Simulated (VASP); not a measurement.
Crystal: CdP.

```
Cd P
1.0
     1.82685   -7.33529    0.00000
     1.82685    7.33529    0.00000
     0.00000    0.00000    3.15339
Cd P
2 2
Direct
  0.82144 0.17856 0.75000
  0.17856 0.82144 0.25000
  0.55168 0.44832 0.75000
  0.44832 0.55168 0.25000
```

```yaml
Program: VASP 6.6.1
Task: relaxation of cell and atoms
Functional: PBE
Potentials_or_basis: VASP PAW PBE potentials, release 64 (Cd, P)
Cutoff: 600 eV
k_mesh: 6 × 6 × 6
Occupations: gaussian, width 0.1 eV
Spin: no spin polarisation
```

At the start: pressure 0.2 GPa; volume 21.13 Å³/atom.

Q: How do energy, volume and symmetry change on relaxing?

A: Over 9 steps the energy falls by 4.6 meV/atom and the volume is 21.49 Å³/atom (+1.7 %); space group Cmcm (No. 63, to 0.1 Å) before and after.

The path:
```
step  energy change (eV)  largest force (eV/Å)  pressure (GPa)  volume (Å³)
   1              0.0000                0.3562            0.24        84.51
   2             -0.0075                0.1024            0.54        84.89
   3             -0.0076                0.1017            0.52        84.88
   4             -0.0109                0.0852           -0.13        85.86
   5             -0.0111                0.0803           -0.31        86.13
   6             -0.0141                0.0562           -0.28        86.18
   7             -0.0175                0.0202           -0.17        86.29
   8             -0.0176                0.0324           -0.14        86.31
   9             -0.0184                0.0274           -0.09        85.94
```

Final structure:
```cif
data_structure
_symmetry_space_group_name_H-M 'P 1'
_symmetry_Int_Tables_number 1
_cell_length_a 7.7060
_cell_length_b 7.7060
_cell_length_c 3.1845
_cell_angle_alpha 90.000
_cell_angle_beta 90.000
_cell_angle_gamma 152.969
_cell_volume 85.94
loop_
_atom_site_label
_atom_site_type_symbol
_atom_site_fract_x
_atom_site_fract_y
_atom_site_fract_z
_atom_site_occupancy
Cd1 Cd 0.81880 0.18120 0.75000 1
Cd2 Cd 0.18120 0.81880 0.25000 1
P1 P 0.54898 0.45102 0.75000 1
P2 P 0.45102 0.54898 0.25000 1
```
